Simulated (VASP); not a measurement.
# MgO in VASP: a series of runs, part 2 of 2

VASP 6.6.1. Earlier steps stand in the parts before.

### 3 Single point, HSE06 (strain +0.5%)

POSCAR

```
MgO
1.0
    0.0000000000      2.2934156910      2.2934156910
    2.2934156910      0.0000000000      2.2934156910
    2.2934156910      2.2934156910      0.0000000000
Mg O
1 1
Direct
    0.0000000000      0.0000000000      0.0000000000
    0.2500000000      0.2500000000      0.2500000000
```

INCAR.step1

```
PREC = Accurate
ENCUT = 520
EDIFF = 1E-5
ISMEAR = 0
SIGMA = 0.01
LREAL = F
LASPH = T
NELM = 120
ALGO = Normal
ISIF = 2
LWAVE = T
LCHARG = F
NBANDS = 11
GGA = PE
GGA_COMPAT = F
```

INCAR.step2

```
PREC = Accurate
ENCUT = 520
EDIFF = 1E-6
ISMEAR = 0
SIGMA = 0.01
LREAL = F
LASPH = T
NELM = 120
ALGO = Normal
ISIF = 2
LWAVE = F
LCHARG = F
GGA = PE
LHFCALC = T
HFSCREEN = 0.2079
PRECFOCK = Normal
NBANDS = 11
ISTART = 1
GGA_COMPAT = F
```

KPOINTS

```
regular mesh
0
Gamma
  6 6 6
```

Potentials or basis: VASP PAW PBE potentials, release 64 (Mg, O).

Run with:

```bash
$ cat potpaw_PBE.64/Mg/POTCAR potpaw_PBE.64/O/POTCAR > POTCAR
$ cp INCAR.step1 INCAR
$ mpirun -np 1 vasp_std > vasp.out
$ cp INCAR.step2 INCAR
$ mpirun -np 1 vasp_std > vasp.out
```

OUTCAR:

```text
PREC = Accurate
   ENCUT = 520
   EDIFF = 1E-6
   ISMEAR = 0
   LREAL = F
   LASPH = T
   NELM = 120
   ISIF = 2
   GGA = PE
   LHFCALC = T
   HFSCREEN = 0.2079
   PRECFOCK = Normal
   ISTART = 1

 ion  position               nearest neighbor table
   1  0.000  0.000  0.000-   2 1.99   2 1.99   2 1.99   2 1.99
   2  0.250  0.250  0.250-   1 1.99   1 1.99   1 1.99   1 1.99

[... 410 lines left out ...]
     10      24.2065      0.00000
     11      25.4016      0.00000

------------------------ aborting loop because EDIFF is reached ----------------------------------------

  FORCE on cell =-STRESS in cart. coord.  units (eV):
  Direction    XX          YY          ZZ          XY          YZ          ZX
  --------------------------------------------------------------------------------------
  -------------------------------------------------------------------------------------
  Total       -0.2945805     -0.2945805     -0.2945805      0.0000000      0.0000000      0.0000000
  in kB      -19.5630358    -19.5630358    -19.5630358      0.0000000      0.0000000      0.0000000
  external PRESSURE =     -19.5630358 kB  Pullay stress =       0.0000000 kB

 VOLUME and BASIS-vectors are now :
 -----------------------------------------------------------------------------
  energy-cutoff  :      520.00
  volume of cell :       24.13
      direct lattice vectors                 reciprocal lattice vectors
     0.000000000  2.293415691  2.293415691    -0.218015426  0.218015426  0.218015426
     2.293415691  0.000000000  2.293415691     0.218015426 -0.218015426  0.218015426
     2.293415691  2.293415691  0.000000000     0.218015426  0.218015426 -0.218015426

 POSITION                                       TOTAL-FORCE (eV/Angst)
 -----------------------------------------------------------------------------------
      0.00000      0.00000      0.00000         0.000000      0.000000      0.000000
      1.14671      1.14671      1.14671        -0.000000     -0.000000     -0.000000
 -----------------------------------------------------------------------------------
    total drift:                               -0.000141      0.000028     -0.000029

  FREE ENERGIE OF THE ION-ELECTRON SYSTEM (eV)
  ---------------------------------------------------
  free  energy   TOTEN  =       -13.9386736404 eV

  energy  without entropy=      -13.9386736404  energy(sigma->0) =      -13.93867364
```

OSZICAR.step1:

```text
N       E                     dE             d eps       ncg     rms          rms(c)
DAV:   1     0.145454682509E+02    0.14545E+02   -0.40795E+03   384   0.612E+02
DAV:   2    -0.131248125146E+02   -0.27670E+02   -0.27118E+02   400   0.132E+02
DAV:   3    -0.138690005799E+02   -0.74419E+00   -0.74374E+00   438   0.191E+01
DAV:   4    -0.138711393378E+02   -0.21388E-02   -0.21387E-02   385   0.123E+00
DAV:   5    -0.138711486975E+02   -0.93598E-05   -0.93597E-05   440   0.789E-02    0.831E+00
DAV:   6    -0.117349032292E+02    0.21362E+01   -0.13671E+01   385   0.192E+01    0.280E+00
DAV:   7    -0.117042187188E+02    0.30685E-01   -0.12626E-01   388   0.270E+00    0.153E+00
DAV:   8    -0.116999327890E+02    0.42859E-02   -0.48261E-02   376   0.242E+00    0.357E-01
DAV:   9    -0.116991785112E+02    0.75428E-03   -0.76212E-04   411   0.194E-01    0.232E-01
DAV:  10    -0.116990948981E+02    0.83613E-04   -0.14596E-03   379   0.282E-01    0.123E-02
DAV:  11    -0.116990997242E+02   -0.48261E-05   -0.18099E-05   418   0.269E-02
   1 F= -.11699100E+02 E0= -.11699100E+02  d E =-.309477E-19
```

Wall time 3.9 min (1 thread of Intel Xeon 6975P-C (Granite Rapids), shared host); peak memory 0.25 GiB.

What came out:

```
Free energy            : -13.9387 eV
Pressure               : -2.0 GPa
Band gap on the k mesh : 5.15 eV, direct
```

Caveat: the cell differs from its parent crystal (strain +0.5%); the PAW data sets were made with another functional, which shifts forces and pressure a little.

### 4 Single point, HSE06 (uniaxial z strain +5.0%)

POSCAR

```
MgO
1.0
    0.0000000000      2.2820056627      2.3961059458
    2.2820056627      0.0000000000      2.3961059458
    2.2820056627      2.2820056627      0.0000000000
Mg O
1 1
Direct
    0.0000000000      0.0000000000      0.0000000000
    0.2500000000      0.2500000000      0.2500000000
```

INCAR.step1

```
  ALGO = Normal
  EDIFF = 1E-5
  ENCUT = 520
  GGA = PE
  GGA_COMPAT = False
  ISIF = 2
  ISMEAR = 0
  LASPH = True
  LREAL = False
  LWAVE = True
  NBANDS = 11
  NELM = 120
  PREC = Accurate
  SIGMA = 0.01
```

INCAR.step2

```
  ALGO = Normal
  EDIFF = 1E-6
  ENCUT = 520
  GGA = PE
  GGA_COMPAT = False
  HFSCREEN = 0.2079
  ISIF = 2
  ISMEAR = 0
  ISTART = 1
  LASPH = True
  LCHARG = True
  LELF = True
  LHFCALC = True
  LREAL = False
  LVHAR = True
  LWAVE = False
  NBANDS = 11
  NELM = 120
  PREC = Accurate
  PRECFOCK = Normal
  SIGMA = 0.01
```

KPOINTS

```
k-points
0
Gamma
  6 6 6
```

Run with:

```bash
$ cat potpaw_PBE.64/Mg/POTCAR potpaw_PBE.64/O/POTCAR > POTCAR
$ cp INCAR.step1 INCAR
$ mpirun -np 1 vasp_std > vasp.out
$ cp INCAR.step2 INCAR
$ mpirun -np 1 vasp_std > vasp.out
```

Wall time 7.2 min (1 thread of Intel Xeon 6975P-C (Granite Rapids), shared host); peak memory 0.27 GiB.

The run converged. Its results:

```
Free energy            : -13.9120 eV
Pressure               : -5.9 GPa
Band gap on the k mesh : 4.89 eV, direct
```

Stress tensor (GPa, compression positive):
```
-4.86  0.00  0.00
 0.00 -4.86  0.00
 0.00  0.00 -7.89
```

Levels at points of the mesh, in eV from the valence-band top:
```
           k point  band 2  band 3  band 4  band 5  band 6  band 7
(0.00, 0.00, 0.00)   -0.12    0.00    0.00    4.89   18.21   18.21
(0.50, 0.00, 0.00)   -3.13   -0.36   -0.14   10.14   11.17   15.71
(0.50, 0.50, 0.00)   -2.77   -0.68   -0.68    7.72   13.08   15.34
(0.50, 0.00, 0.50)   -2.53   -0.92   -0.89    7.72   13.01   15.66
```

Caveat: the cell differs from its parent crystal (uniaxial z strain +5.0%); the PAW data sets were made with another functional, which shifts forces and pressure a little.

### 5 The runs side by side

| cell | gap on the mesh (eV) | pressure (GPa) |
| --- | --- | --- |
| a = 3.227 Å, angles 60.0°, 2 atoms | 5.24 | -0.1 |
| a = 3.243 Å, angles 60.0°, 2 atoms | 5.15 | -2.0 |
| a = 3.309, b = 3.309, c = 3.227 Å, angles 60.8, 60.8, 58.4°, 2 atoms | 4.89 | -5.9 |

Alike in all rows: task single point; level HSE06; potentials or basis VASP PAW PBE potentials, release 64 (Mg, O); no spin polarisation; k mesh 6 × 6 × 6; cutoff (eV) 520; smearing gaussian 0.01 eV.

Caveats: the PAW data sets were made with another functional, which shifts forces and pressure a little.

Total energies depend on the potentials used, so only differences within one code and one set of settings carry meaning.
